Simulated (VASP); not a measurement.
# Ni2S3 (P-3m1) in VASP: a series of runs

The runs below take Ni2S3 through single point, relaxation of cell and atoms, with PBE.

All numbers are computed with VASP 6.6.1; they aren't measurements. Logs are shortened: lines on timing, memory, paths and dates and some standing lists are left out, and cuts for length are marked.

### 1 The cell of the first run

The structure is trigonal, space group P-3m1 (No. 164). Conventional cell: a = 3.337 Å, b = 3.337 Å, c = 8.184 Å, α = 90.00°, β = 90.00°, γ = 120.00°. Ni (site symmetry 3m) has 6 S at 2.21 to 2.46 Å within 2.9 Å. S (site symmetry -3m) has 6 Ni at 2.46 Å and 12 S at 3.24 to 3.34 Å within 3.4 Å. Within 2.9 Å of S (site symmetry 3m) lie 3 Ni at 2.21 Å.

### 2 Single point, PBE

File INCAR:

```
SYSTEM = Ni2S3
PREC = Accurate ; ENCUT = 520
EDIFF = 1E-6 ; ISMEAR = 0
SIGMA = 0.1 ; LREAL = .FALSE.
LASPH = .TRUE. ; NELM = 60
ALGO = Normal ; ISIF = 2
LWAVE = .FALSE. ; LCHARG = .FALSE.
GGA = PE ; NBANDS = 27
```

File KPOINTS:

```
regular mesh
0
G
  6 6 4
  0 0 0
```

File POSCAR:

```
Ni2S3
1.0
    3.3373178407      0.0000000000      0.0000000000
   -1.6686589204      2.8902020305      0.0000000000
    0.0000000000      0.0000000000      8.1844813788
Ni S
2 3
Direct
    0.3333333333      0.6666666667      0.1859975007
    0.6666666667      0.3333333333      0.8140024993
    0.0000000000      0.0000000000      0.0000000000
    0.3333333333      0.6666666667      0.6815718090
    0.6666666667      0.3333333333      0.3184281910
```

Potentials or basis: VASP PAW PBE potentials, release 64 (Ni, S).

Run with:

```console
$ cat potpaw_PBE.64/Ni/POTCAR potpaw_PBE.64/S/POTCAR > POTCAR
$ mpirun -np 1 vasp_std > vasp.out
```

OUTCAR:

```text
SYSTEM = Ni2S3
   PREC = Accurate
   ENCUT = 520
   EDIFF = 1E-6
   ISMEAR = 0
   LREAL = .FALSE.
   LASPH = .TRUE.
   NELM = 60
   ISIF = 2
   GGA = PE

 ion  position               nearest neighbor table
   1  0.333  0.667  0.186-   5 2.21   5 2.21   5 2.21   3 2.46   3 2.46   3 2.46
   2  0.667  0.333  0.814-   4 2.21   4 2.21   4 2.21   3 2.46   3 2.46   3 2.46
   3  0.000  0.000  0.000-   1 2.46   2 2.46   1 2.46   2 2.46   2 2.46   1 2.46
   4  0.333  0.667  0.682-   2 2.21   2 2.21   2 2.21
   5  0.667  0.333  0.318-   1 2.21   1 2.21   1 2.21

  LATTYP: Found a hexagonal cell.
 ALAT       =     3.3373178407
 C/A-ratio  =     2.4524129164

  Lattice vectors:

 A1 = (   3.3373178407,   0.0000000000,   0.0000000000)
 A2 = (  -1.6686589204,   2.8902020305,   0.0000000000)
 A3 = (   0.0000000000,   0.0000000000,   8.1844813788)

Analysis of symmetry for initial positions (statically):
=====================================================================
 Subroutine PRICEL returns:
 Original cell was already a primitive cell.

 Routine SETGRP: Setting up the symmetry group for a
 hexagonal supercell.

 Subroutine GETGRP returns: Found 12 space group operations
 (whereof 12 operations were pure point group operations)
 out of a pool of 24 trial point group operations.

The static configuration has the point symmetry D_3d.

Analysis of symmetry for dynamics (positions and initial velocities):
=====================================================================
 Subroutine PRICEL returns:
 Original cell was already a primitive cell.

 Routine SETGRP: Setting up the symmetry group for a
 hexagonal supercell.

 Subroutine GETGRP returns: Found 12 space group operations
 (whereof 12 operations were pure point group operations)
 out of a pool of 24 trial point group operations.

The dynamic configuration has the point symmetry D_3d.

 Subroutine INISYM returns: Found 12 space group operations
 (whereof 12 operations are pure point group operations),
 and found     1 'primitive' translations

----------------------------------------------------------------------------------------

                                     Primitive cell

  volume of cell :      78.9436

  direct lattice vectors                    reciprocal lattice vectors
     3.337317841  0.000000000  0.000000000     0.299641822  0.172998287  0.000000000
    -1.668658920  2.890202030  0.000000000     0.000000000  0.345996574  0.000000000
     0.000000000  0.000000000  8.184481379     0.000000000  0.000000000  0.122182452

  length of vectors
     3.337317841  3.337317841  8.184481379     0.345996574  0.345996574  0.122182452

  position of ions in fractional coordinates (direct lattice)
     0.333333333  0.666666667  0.185997501
     0.666666667  0.333333333  0.814002499
     0.000000000  0.000000000  0.000000000
     0.333333333  0.666666667  0.681571809
     0.666666667  0.333333333  0.318428191

  ion indices of the primitive-cell ions
   primitive index   ion index
                 1           1
                 2           2
                 3           3
                 4           4
                 5           5

----------------------------------------------------------------------------------------

 KPOINTS: regular mesh

Automatic generation of k-mesh.
 Grid dimensions read from file:
 generate k-points for:    6    6    4

 Generating k-lattice:

  Cartesian coordinates                     Fractional coordinates (reciprocal lattice)
     0.049940304  0.028833048  0.000000000     0.166666667  0.000000000  0.000000000
     0.000000000  0.057666096  0.000000000     0.000000000  0.166666667  0.000000000
     0.000000000  0.000000000  0.030545613     0.000000000  0.000000000  0.250000000

  Length of vectors
     0.057666096  0.057666096  0.030545613

  Shift w.r.t. Gamma in fractional coordinates (k-lattice)
     0.000000000  0.000000000  0.000000000

 Subroutine IBZKPT returns following result:
 ===========================================

 Found     24 irreducible k-points:

 Following reciprocal coordinates:
            Coordinates               Weight
  0.000000  0.000000  0.000000      1.000000
  0.166667 -0.000000  0.000000      6.000000
  0.333333  0.000000  0.000000      6.000000
  0.500000 -0.000000  0.000000      3.000000
  0.166667  0.166667  0.000000      6.000000
  0.333333  0.166667  0.000000     12.000000
[... 16 lines left out ...]
  0.333333  0.166667  0.500000     12.000000
  0.333333  0.333333  0.500000      2.000000
   k-points           NKPTS =     24   k-points in BZ     NKDIM =     24   number of bands    NBANDS=     27
   number of dos      NEDOS =    301   number of ions     NIONS =      5
   total plane-waves  NPLWV =  50176
   dimension x,y,z NGX =    28 NGY =   28 NGZ =   64
   dimension x,y,z NGXF=    56 NGYF=   56 NGZF=  128
   ions per type =               2   3
   NGX,Y,Z   is equivalent  to a cutoff of  13.95, 13.95, 13.00 a.u.
   NGXF,Y,Z  is equivalent  to a cutoff of  27.90, 27.90, 26.00 a.u.
 SYSTEM =  Ni2S3
   PREC   = accura    normal or accurate (medium, high low for compatibility)
   ISTART =      0    job   : 0-new  1-cont  2-samecut
   ICHARG =      2    charge: 1-file 2-atom 10-const
   ISPIN  =      1    spin polarized calculation?
   LNONCOLLINEAR =      F non collinear calculations
   LSORBIT =      F    spin-orbit coupling
   LASPH  =      T    aspherical Exc in radial PAW
   ENCUT  =  520.0 eV  38.22 Ry    6.18 a.u.   6.21  6.21 15.22*2*pi/ulx,y,z
   NELM   =     60;   NELMIN=  2; NELMDL= -5     # of ELM steps
   EDIFF  = 0.1E-05   stopping-criterion for ELM
   LREAL  =      F    real-space projection
   EDIFFG = 0.1E-04   stopping-criterion for IOM
   NSW    =      0    number of steps for IOM
   IBRION =     -1    ionic relax: 0-MD 1-quasi-New 2-CG
   NFREE  =      0    steps in history (QN), initial steepest desc. (CG)
   ISIF   =      2    stress and relaxation
   ISYM   =      2    0-nonsym 1-usesym 2-fastsym
   POTIM  = 0.5000    time-step for ionic-motion
   TEBEG  =    0.0;   TEEND  =   0.0 temperature during run
   PSTRESS=    0.0 pullay stress
   NELECT =      38.0000    total number of electrons
   NUPDOWN=      -1.0000    fix difference up-down
   EMIN   =  10.00;   EMAX   =-10.00  energy-range for DOS
   EFERMI =   0.00;   METHOD = LEGACY
   ISMEAR =     0;   SIGMA  =   0.10  broadening in eV -4-tet -1-fermi 0-gaus
   EFERMI_NEDOS =   21; number of points for ismear=-14 and -15
   IALGO  =     38    algorithm
   IMIX   =      4    mixing-type and parameters
     AMIX     =   0.40;   BMIX     =  1.00
     AMIX_MAG =   1.60;   BMIX_MAG =  1.00
  volume/ion in A,a.u.               =      15.79       106.55
  Fermi-wavevector in a.u.,A,eV,Ry     =   1.283011  2.424539 22.396785  1.646117
  Thomas-Fermi vector in A             =   2.415289
   LORBIT       =      0    0 simple, 1 ext, 2 COOP (PROOUT), +10 PAW based schemes
   GGA     = PE    functional components
   LHFCALC =     F    Hartree Fock is set to
   AEXX    =    0.0000 exact exchange contribution
   IVDW    =     0    specifies the selected vdW correction
   LEPSILON=     F    determine dielectric tensor
   LRPA    =     F    only Hartree local field effects (RPA)
 non-spin polarized calculation
 Gauss-broadening in eV      SIGMA  =   0.10
  energy-cutoff  :      520.00
  volume of cell :       78.94
 maximum number of plane-waves:      2152
 NGX is ok and might be reduce to    28
   NGX = 13   NGY = 13   NGZ = 31

 number of electron      38.0000004 magnetization

 Free energy of the ion-electron system (eV)
  ---------------------------------------------------
  ext. energy  EPLUGINS =         0.00000000
  ---------------------------------------------------
  free energy    TOTEN  =       -24.30221427 eV

  energy without entropy =      -24.27915509  energy(sigma->0) =      -24.29068468

 E-fermi :   6.2401     XC(G=0): -10.7997

 val. band max:        6.2164433428   @ k =   0.3333   0.1667   0.0000
 cond. band min:       6.2429639946   @ k =   0.0000   0.3333   0.2500
 fundamental gap:      0.0265206519
 Fermi energy:         6.2401491853

 k-point     1 :       0.0000    0.0000    0.0000
  band No.  band energies     occupation
      1      -8.6928      2.00000
      2      -7.4842      2.00000
      3      -6.7219      2.00000
      4       0.6192      2.00000
      5       1.6435      2.00000
      6       2.1900      2.00000
[... 19 lines left out ...]
     26      14.2386      0.00000
     27      14.2386      0.00000

 k-point     2 :       0.1667   -0.0000    0.0000
  band No.  band energies     occupation
      1      -8.3417      2.00000
      2      -7.2121      2.00000
      3      -6.5552      2.00000
      4       0.6937      2.00000
      5       1.4443      2.00000
      6       2.2847      2.00000
[... 19 lines left out ...]
     26      14.1768      0.00000
     27      15.0267      0.00000

 k-point     3 :       0.3333    0.0000    0.0000
  band No.  band energies     occupation
      1      -7.4220      2.00000
      2      -6.5885      2.00000
      3      -6.2409      2.00000
      4       0.3127      2.00000
      5       0.8353      2.00000
      6       1.3240      2.00000
[... 19 lines left out ...]
     26      13.7853      0.00000
     27      15.1820      0.00000

 k-point     4 :       0.5000   -0.0000    0.0000
  band No.  band energies     occupation
      1      -6.5651      2.00000
      2      -6.3923      2.00000
      3      -6.1573      2.00000
      4      -0.3946      2.00000
      5       0.5667      2.00000
      6       0.6016      2.00000
[... 19 lines left out ...]
     26      13.1614      0.00000
     27      14.6650      0.00000

 k-point     5 :       0.1667    0.1667    0.0000
  band No.  band energies     occupation
      1      -7.7022      2.00000
      2      -6.7578      2.00000
      3      -6.3045      2.00000
      4       0.6213      2.00000
      5       1.1000      2.00000
      6       1.9629      2.00000
[... 19 lines left out ...]
     26      14.8061      0.00000
     27      14.8822      0.00000

 k-point     6 :       0.3333    0.1667    0.0000
  band No.  band energies     occupation
      1      -6.7490      2.00000
      2      -6.2629      2.00000
      3      -6.1274      2.00000
      4       0.1041      2.00000
      5       0.6981      2.00000
      6       0.9617      2.00000
[... 444 lines left out ...]
      1      -6.5836      2.00000
      2      -6.2706      2.00000
      3      -6.2641      2.00000
      4      -0.5486      2.00000
      5       0.7305      2.00000
      6       0.8086      2.00000
[... 19 lines left out ...]
     26      13.8866      0.00000
     27      14.2234      0.00000

 k-point    22 :       0.1667    0.1667    0.5000
  band No.  band energies     occupation
      1      -7.6146      2.00000
      2      -7.0266      2.00000
      3      -6.1035      2.00000
      4       0.6151      2.00000
      5       1.4386      2.00000
      6       1.4718      2.00000
[... 19 lines left out ...]
     26      14.5260      0.00000
     27      14.6993      0.00000

 k-point    23 :       0.3333    0.1667    0.5000
  band No.  band energies     occupation
      1      -6.7015      2.00000
      2      -6.3901      2.00000
      3      -6.0493      2.00000
      4       0.0026      2.00000
      5       0.7654      2.00000
      6       1.1601      2.00000
[... 19 lines left out ...]
     26      14.0863      0.00000
     27      14.4216      0.00000

 k-point    24 :       0.3333    0.3333    0.5000
  band No.  band energies     occupation
      1      -6.2674      2.00000
      2      -6.1278      2.00000
      3      -6.1278      2.00000
      4       0.5114      2.00000
      5       0.5114      2.00000
      6       0.8308      2.00000
[... 19 lines left out ...]
     26      14.5079      0.00000
     27      15.3715      0.00000

------------------------ aborting loop because EDIFF is reached ----------------------------------------

  FORCE on cell =-STRESS in cart. coord.  units (eV):
  Direction    XX          YY          ZZ          XY          YZ          ZX
  --------------------------------------------------------------------------------------
  -------------------------------------------------------------------------------------
  Total        0.0129669      0.0129669      0.0986321     -0.0000000      0.0000000      0.0000000
  in kB        0.2631670      0.2631670      2.0017604     -0.0000000      0.0000000      0.0000000
  external PRESSURE =       0.8426981 kB  Pullay stress =       0.0000000 kB

 VOLUME and BASIS-vectors are now :
 -----------------------------------------------------------------------------
  energy-cutoff  :      520.00
  volume of cell :       78.94
      direct lattice vectors                 reciprocal lattice vectors
     3.337317841  0.000000000  0.000000000     0.299641822  0.172998287  0.000000000
    -1.668658920  2.890202030  0.000000000     0.000000000  0.345996574  0.000000000
     0.000000000  0.000000000  8.184481379     0.000000000  0.000000000  0.122182452

 POSITION                                       TOTAL-FORCE (eV/Angst)
 -----------------------------------------------------------------------------------
     -0.00000      1.92680      1.52229        -0.000000      0.000000     -0.001311
      1.66866      0.96340      6.66219         0.000000      0.000000      0.001311
      0.00000      0.00000      0.00000         0.000000      0.000000      0.000000
     -0.00000      1.92680      5.57831        -0.000000      0.000000      0.006397
      1.66866      0.96340      2.60617         0.000000     -0.000000     -0.006397
 -----------------------------------------------------------------------------------
    total drift:                               -0.000000      0.000000      0.000000

  FREE ENERGIE OF THE ION-ELECTRON SYSTEM (eV)
  ---------------------------------------------------
  free  energy   TOTEN  =       -24.3022142654 eV

  energy  without entropy=      -24.2791550853  energy(sigma->0) =      -24.29068468
```

Wall time 1.8 min (1 thread of Intel Xeon 8259CL, shared host); peak memory 0.23 GiB.

Results:

| Property | Result |
| --- | --- |
| Free energy | -24.3022 eV |
| Pressure | 0.1 GPa |
| Largest force | 0.006 eV/Å |
| Band gap on the k mesh | zero (bands 19 and 20 overlap by 1.61 eV) |

Forces on the atoms (eV/Å):
```
Ni   0.000  0.000 -0.001
Ni   0.000  0.000  0.001
S    0.000  0.000  0.000
S    0.000  0.000  0.006
S    0.000  0.000 -0.006
```

Stress tensor (GPa, compression positive):
```
0.03 0.00 0.00
0.00 0.03 0.00
0.00 0.00 0.20
```

Caveat: the k points lie up to 0.36 Å⁻¹ apart, too coarse for converged energies and pressures of a metal; this functional lacks dispersion, which binds the layers, so the pressure and a relaxed spacing across them are unreliable; the run has no spin polarisation, though such a crystal can be magnetic. With open d or f shells a metallic result of PBE can be an artefact of self-interaction; +U or a hybrid may open a gap.

[end of part 1 of 2]
